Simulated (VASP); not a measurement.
Here is a VASP 6.6.1 calculation.

File INCAR:

```
SYSTEM = Pt
ALGO     = Fast           ! electronic algorithm
EDIFF    = 1E-7           ! SCF threshold, eV
ENCUT    = 520            ! plane-wave cutoff, eV
GGA      = PS             ! functional
ISIF     = 2              ! what is computed and relaxed
ISMEAR   = 0              ! smearing method
LASPH    = .TRUE.         ! aspherical terms in the spheres
LCHARG   = .FALSE.        ! write CHGCAR
LREAL    = .FALSE.        ! projectors in reciprocal space
LWAVE    = .FALSE.        ! write WAVECAR
NBANDS   = 11             ! bands
NELM     = 100            ! most SCF steps
PREC     = Accurate       ! precision mode
SIGMA    = 0.15           ! smearing width, eV
```

Contents of KPOINTS:

```
k-points
0
G
  26 26 26
  0 0 0
```

Contents of POSCAR:

```
Pt
1.0
    0.0000000000      2.0080061041      1.9590303455
    2.0080061041      0.0000000000      1.9590303455
    2.0080061041      2.0080061041      0.0000000000
Pt
1
Direct
    0.0000000000      0.0000000000      0.0000000000
```

Potentials or basis: VASP PAW PBE potentials, release 64 (Pt).

Launch:

```console
$ cat potpaw_PBE.64/Pt/POTCAR > POTCAR
$ mpirun -np 1 vasp_std > vasp.out
```

**Question.** What does it give for the pressure?

**Answer.** -12.6 GPa.

**Question.** What does it give for the band gap on the k mesh?

**Answer.** Zero (band 5 reaches 10.77 eV, above the bottom of band 6 at 8.62 eV).

Stress tensor (GPa, compression positive):
```
-13.29   0.00   0.00
  0.00 -13.29   0.00
  0.00   0.00 -11.35
```

Caveat: the cell differs from its parent crystal (strain +0.025 along x and y, +0.000 along z); the PAW data sets were made with another functional, which shifts forces and pressure a little; spin-orbit coupling is left out, which moves the levels of the heavy elements.
